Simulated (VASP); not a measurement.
# HBr in VASP: notebook, part 2 of 2

VASP 6.6.1. The steps go on from the part before.

### 5 Relaxation of cell and atoms, PBEsol, target pressure 3 GPa, at which the enthalpy is minimised

This run uses another cell than the first one, of 24.09 Å³/atom.

Contents of INCAR:

```
PREC     = Accurate       # precision mode
ENCUT    = 600            # plane-wave cutoff, eV
EDIFF    = 1E-6           # SCF threshold, eV
ISMEAR   = 0              # smearing method
SIGMA    = 0.02           # smearing width, eV
LREAL    = False          # projectors in reciprocal space
LASPH    = True           # aspherical terms in the spheres
NELM     = 80             # most SCF steps
ALGO     = Normal         # electronic algorithm
ISIF     = 3              # what is computed and relaxed
LWAVE    = False          # write WAVECAR
LCHARG   = False          # write CHGCAR
GGA      = PS             # functional
IBRION   = 2              # ionic algorithm
NSW      = 70             # ionic steps
EDIFFG   = -0.008         # ionic threshold
PSTRESS  = 30.0
```

Contents of KPOINTS:

```
regular mesh
0
Gamma
  10 10 10
```

Contents of POSCAR:

```
HBr
1.0
    0.0000000000      3.8146010654      3.8148394371
    1.6554756726      0.0000000000      3.8148394371
    1.6554756726      3.8146010654      0.0000000000
H Br
1 1
Direct
    0.0000000000      0.0000000000      0.0000000000
    0.5000000000      0.5000000000      0.5000000000
```

Potentials or basis: VASP PAW PBE potentials, release 64 (H, Br).

The run is started by

```bash
$ cat potpaw_PBE.64/H/POTCAR potpaw_PBE.64/Br/POTCAR > POTCAR
$ mpirun -np 1 vasp_std > vasp.out
```

OUTCAR:

```text
PREC = Accurate
   ENCUT = 600
   EDIFF = 1E-6
   ISMEAR = 0
   LREAL = False
   LASPH = True
   NELM = 80
   ISIF = 3
   GGA = PS
   IBRION = 2
   NSW = 70
   EDIFFG = -0.008
   PSTRESS = 30.0

 ion  position               nearest neighbor table
   1  0.000  0.000  0.000-   2 1.66   2 1.66
   2  0.500  0.500  0.500-   1 1.66   1 1.66

  LATTYP: Found a face centered orthorhombic cell.
 ALAT       =     3.3109513452
 B/A-ratio  =     2.3042326315
 C/A-ratio  =     2.3043766213

  Lattice vectors:

 A1 = (   0.0000000000,   3.8146010654,   3.8148394371)
 A2 = (   1.6554756726,   0.0000000000,   3.8148394371)
 A3 = (   1.6554756726,   3.8146010654,   0.0000000000)

Analysis of symmetry for initial positions (statically):
=====================================================================
 Subroutine PRICEL returns:
 Original cell was already a primitive cell.

 Routine SETGRP: Setting up the symmetry group for a
 face centered orthorhombic supercell.

 Subroutine GETGRP returns: Found  8 space group operations
 (whereof  8 operations were pure point group operations)
 out of a pool of  8 trial point group operations.

The static configuration has the point symmetry D_2h.

Analysis of symmetry for dynamics (positions and initial velocities):
=====================================================================
 Subroutine PRICEL returns:
 Original cell was already a primitive cell.

 Routine SETGRP: Setting up the symmetry group for a
[... 267 lines left out ...]

 E-fermi :  -0.0509     XC(G=0):  -8.4581

 val. band max:       -0.1525641887   @ k =   0.5000   0.5000   0.0000
 cond. band min:       0.4286691624   @ k =   0.0000   0.5000   0.5000
 fundamental gap:      0.5812333512
 Fermi energy:        -0.0508954995

 k-point     1 :       0.0000    0.0000    0.0000
  band No.  band energies     occupation
      1     -15.5980      2.00000
      2      -0.8284      2.00000
      3      -0.4622      2.00000
      4      -0.4618      2.00000
      5       1.3526      0.00000
      6       5.8209      0.00000
      7       9.3625      0.00000
      8      14.0612      0.00000
[... 243 lines left out ...]
 k-point    24 :       0.4000    0.3000    0.0000
  band No.  band energies     occupation
      1     -15.1482      2.00000
      2      -3.0256      2.00000
      3      -2.6672      2.00000
      4      -0.3066      2.00000
      5       2.8469      0.00000
      6       8.5910      0.00000
      7      11.0371      0.00000
      8      11.5050      0.00000

 [... further k-points ...]

[... ionic steps 4 to 12 ...]

--------------------------------------- Ionic step       13  -------------------------------------------

 number of electron       8.0000000 magnetization

------------------------ aborting loop because EDIFF is reached ----------------------------------------
[... 71 lines left out ...]
--------------------------------------- Ionic step       15  -------------------------------------------

 number of electron       8.0000000 magnetization

 Free energy of the ion-electron system (eV)
  ---------------------------------------------------
  ext. energy  EPLUGINS =         0.00000000
  ---------------------------------------------------
  free energy    TOTEN  =        -4.98055271 eV

  energy without entropy =       -4.98055271  energy(sigma->0) =       -4.98055271

 E-fermi :   0.1790     XC(G=0):  -8.5623

 val. band max:        0.0867083040   @ k =   0.5000   0.5000   0.0000
 cond. band min:       0.3667907510   @ k =   0.0000   0.5000   0.5000
 fundamental gap:      0.2800824470
 Fermi energy:         0.1789891748

 k-point     1 :       0.0000    0.0000    0.0000
  band No.  band energies     occupation
      1     -15.4288      2.00000
      2      -0.7374      2.00000
      3      -0.2283      2.00000
      4      -0.2280      2.00000
      5       1.3951      0.00000
      6       6.0977      0.00000
      7       9.6277      0.00000
      8      13.9633      0.00000
[... 286 lines left out ...]
  energy  without entropy=       -4.9805527120  energy(sigma->0) =       -4.98055271

  enthalpy is  TOTEN    =        -4.3256405102 eV   P V=        0.6549122018

 reached required accuracy - stopping structural energy minimisation
```

CONTCAR:

```text
HBr
   1.00000000000000
    -0.0000000000000000    3.2458366118994282    3.2459439524399989
     1.6598725491826145    0.0000000000000000    3.2459439524399989
     1.6598725491826145    3.2458366118994282    0.0000000000000000
  H               Br
     1     1
Direct
     0.0000000000000000    0.0000000000000000    0.0000000000000000
     0.5000000000000000    0.5000000000000000    0.5000000000000000

  0.00000000E+00  0.00000000E+00  0.00000000E+00
  0.00000000E+00  0.00000000E+00  0.00000000E+00
```

It took 6 min on 1 thread of Intel Xeon 6975P-C (Granite Rapids), shared host; peak memory 0.3 GiB.

Results:

| Property | Result |
| --- | --- |
| Free energy | -4.9806 eV |
| Relaxed volume | 17.49 Å³/atom |
| Relaxed cell | a = 4.590 Å, b = 3.646 Å, c = 3.646 Å, α = 78.04°, β = 50.98°, γ = 50.98° |
| Space group after relaxing (to 0.1 Å) | I4/mmm (No. 139) |
| Energy change on relaxing (the run minimises the enthalpy) | +39.1 meV/atom |
| Ionic steps | 15 |
| Pressure after relaxing | 3.0 GPa |
| Band gap on the k mesh | 0.28 eV (least direct gap 0.82 eV) |

The path:
```
step  energy change (eV)  largest force (eV/Å)  pressure (GPa)  volume (Å³)
   1              0.0000                0.0000            0.75        48.18
   2              0.0065                0.0000            1.38        45.85
   3              0.0394                0.0000            3.26        40.90
   4              0.2373                0.0000           10.68        31.98
   5              0.0771                0.0000            4.91        37.99
   6              0.0711                0.0000            4.58        37.38
   7              0.0726                0.0000            3.79        35.58
   8              0.1603                0.0000            3.37        31.98
   9              0.0931                0.0000            3.47        34.24
  10              0.0869                0.0000            3.51        34.55
  11              0.0882                0.0000            3.48        34.48
  12              0.0851                0.0000            3.34        34.63
  13              0.0823                0.0000            3.21        34.77
  14              0.0770                0.0000            2.94        35.04
  15              0.0783                0.0000            3.01        34.98
```

Final structure:
```
H Br
1.0
     0.00000    3.24584    3.24594
     1.65987    0.00000    3.24594
     1.65987    3.24584    0.00000
H Br
1 1
Direct
  0.00000 0.00000 0.00000
  0.50000 0.50000 0.50000
```

Caveat: the cell is relaxed towards a set pressure, so the run minimises the enthalpy, not the energy; the volume moved by over 15 % at a fixed basis, so the end points are rough; the PAW data sets were made with another functional, which shifts forces and pressure a little. A k mesh can miss the band edges.

### 6 Relaxation of cell and atoms, PBEsol

This run uses another cell than the first one, of 23.95 Å³/atom.

Contents of INCAR:

```
SYSTEM = HBr
PREC = Accurate
ENCUT = 600
EDIFF = 1E-6
ISMEAR = 0
SIGMA = 0.02
LREAL = .False.
LASPH = .True.
NELM = 80
ALGO = Normal
ISIF = 3
LWAVE = .False.
LCHARG = .False.
GGA = PS
IBRION = 2
NSW = 100
EDIFFG = -0.005
```

Contents of KPOINTS:

```
Automatic mesh
0
Gamma
  10 10 10
  0 0 0
```

Contents of POSCAR:

```
HBr
1.0
    0.0000000000      3.7760286829      3.7875619653
    1.6743309017      0.0000000000      3.7875619653
    1.6743309017      3.7760286829      0.0000000000
H Br
1 1
Direct
    0.0000000000      0.0000000000      0.0000000000
    0.5000000000      0.5000000000      0.5000000000
```

Potentials or basis: VASP PAW PBE potentials, release 64 (H, Br).

The run is started by

```bash
$ cat potpaw_PBE.64/H/POTCAR potpaw_PBE.64/Br/POTCAR > POTCAR
$ mpirun -np 1 vasp_std > vasp.out
```

Wall time 7.1 min (1 thread of Intel Xeon Platinum 8259CL at 2.50GHz (Skylake/Cascade Lake), shared host); peak memory 0.29 GiB.

Results (log left out):

```
Free energy                           : -5.0620 eV
Relaxed volume                        : 24.80 Å³/atom
Relaxed cell                          : a = 5.447 Å, b = 4.197 Å, c = 4.201 Å, α = 80.88°, β = 49.53°, γ = 49.59°
Space group after relaxing (to 0.1 Å) : I4/mmm (No. 139)
Energy gained by relaxing             : 0.2 meV/atom
Ionic steps                           : 11
Pressure after relaxing               : 0.0 GPa
Band gap on the k mesh                : 1.44 eV (least direct gap 1.73 eV)
```

Step by step:
| step | energy change (eV) | largest force (eV/Å) | pressure (GPa) | volume (Å³) |
| --- | --- | --- | --- | --- |
| 1 | 0.0000 | 0.0000 | -0.07 | 47.89 |
| 2 | -0.0001 | 0.0000 | 0.12 | 47.82 |
| 3 | -0.0001 | 0.0000 | 0.05 | 47.84 |
| 4 | -0.0001 | 0.0000 | 0.06 | 47.89 |
| 5 | -0.0002 | 0.0000 | 0.03 | 48.02 |
| 6 | -0.0003 | 0.0000 | 0.00 | 48.29 |
| 7 | -0.0004 | 0.0000 | -0.02 | 48.82 |
| 8 | -0.0004 | 0.0000 | -0.10 | 49.91 |
| 9 | -0.0004 | 0.0000 | -0.07 | 49.44 |
| 10 | -0.0004 | 0.0000 | -0.05 | 49.48 |
| 11 | -0.0005 | 0.0000 | -0.01 | 49.60 |

Final structure:
```xyz
2
Lattice="0.0000 3.8536 3.8496 1.6716 0.0000 3.8496 1.6716 3.8536 0.0000" Properties=species:S:1:pos:R:3 pbc="T T T"
H     0.0000    0.0000    0.0000
Br    1.6716    3.8536    3.8496
```

Levels at points of the mesh, in eV from the valence-band top:
| k point | band 1 | band 2 | band 3 | band 4 | band 5 | band 6 | band 7 | band 8 |
| --- | --- | --- | --- | --- | --- | --- | --- | --- |
| (0.00, 0.00, 0.00) | -14.26 | -0.32 | -0.30 | -0.30 | 1.71 | 5.95 | 9.54 | 15.04 |
| (0.50, 0.00, 0.00) | -12.87 | -7.08 | -0.22 | -0.14 | 7.44 | 8.38 | 11.63 | 13.13 |
| (0.50, 0.50, 0.00) | -14.14 | -1.76 | -0.42 | -0.16 | 1.58 | 8.60 | 10.07 | 12.30 |
| (0.50, 0.00, 0.50) | -14.14 | -1.76 | -0.42 | -0.15 | 1.58 | 8.60 | 10.06 | 12.31 |
| (0.00, 0.50, 0.50) | -14.03 | -1.44 | -1.43 | -0.52 | 1.44 | 7.33 | 13.10 | 13.11 |

Caveat: the PAW data sets were made with another functional, which shifts forces and pressure a little. Expect the measured gap to be larger: semilocal functionals such as PBEsol lack the derivative discontinuity.

### 7 Overview

| task | cell | k mesh | cutoff (eV) | smearing | gap on the mesh (eV) | pressure (GPa) |
| --- | --- | --- | --- | --- | --- | --- |
| single point | a = 3.890, b = 3.217, c = 3.217 Å, angles 74.4, 52.8, 52.8°, 2 atoms | 16 × 16 × 16 | 520 | gaussian 0.1 eV | none | 15.0 |
| relaxation of cell and atoms | relaxed to 8 GPa from a = 4.476, b = 3.554, c = 3.554 Å, angles 78.1, 51.0, 51.0°, 2 atoms | 14 × 14 × 14 | 600 | gaussian 0.02 eV | none | 8.0 |
| relaxation of cell and atoms | relaxed to 30 GPa from a = 3.788, b = 3.132, c = 3.132 Å, angles 74.4, 52.8, 52.8°, 2 atoms | 16 × 16 × 16 | 600 | gaussian 0.1 eV | none | 30.0 |
| relaxation of cell and atoms | relaxed to 3 GPa from a = 5.395, b = 4.159, c = 4.158 Å, angles 80.9, 49.6, 49.6°, 2 atoms | 10 × 10 × 10 | 600 | gaussian 0.02 eV | 0.28 | 3.0 |
| relaxation of cell and atoms | relaxed from a = 5.348, b = 4.141, c = 4.131 Å, angles 80.6, 49.8, 49.6°, 2 atoms | 10 × 10 × 10 | 600 | gaussian 0.02 eV | 1.44 | 0.0 |

Alike in all rows: level PBEsol; potentials or basis VASP PAW PBE potentials, release 64 (H, Br); no spin polarisation.

Caveats: the PAW data sets were made with another functional, which shifts forces and pressure a little; the cell is relaxed towards a set pressure, so the run minimises the enthalpy, not the energy (at least some runs); the cell stands under pressure (at least some runs); the volume moved by over 15 % at a fixed basis, so the end points are rough (at least some runs).

Total energies depend on the potentials used, so only differences within one code and one set of settings carry meaning.
